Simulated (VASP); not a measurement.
Runs of VASP 6.6.1 on LiF. The structure is that of space group Fm-3m (No. 225), or close to it. The cells are those of the table. 

```csv
cell,gap on the mesh (eV)
"a = 2.962 Å, angles 60.0°, 2 atoms",(b)
"a = 3.020, b = 3.020, c = 2.962 Å, angles 60.6, 60.6, 58.7°, 2 atoms",7.79
"a = 2.906, b = 2.906, c = 2.848 Å, angles 60.7, 60.7, 58.7°, 2 atoms",8.69
"a = 2.734 Å, angles 60.0°, 2 atoms",(a)
"a = 2.620 Å, angles 60.0°, 2 atoms",11.70
"a = 2.678, b = 2.678, c = 2.734 Å, angles 59.3, 59.3, 61.4°, 2 atoms",10.67
"a = 2.678, b = 2.678, c = 2.620 Å, angles 60.7, 60.7, 58.6°, 2 atoms",11.11
"a = 3.020, b = 3.020, c = 3.076 Å, angles 59.4, 59.4, 61.2°, 2 atoms",7.54
```

Alike in all rows: task single point; level PBE; potentials or basis VASP PAW PBE potentials, release 64 (Li_sv, F); no spin polarisation; k mesh 10 × 10 × 10; cutoff (eV) 520; smearing gaussian 0.05 eV.

Question: Estimate the missing entries.

Answer: (a) 10.27; (b) 8.12.

A k mesh can miss the band edges.
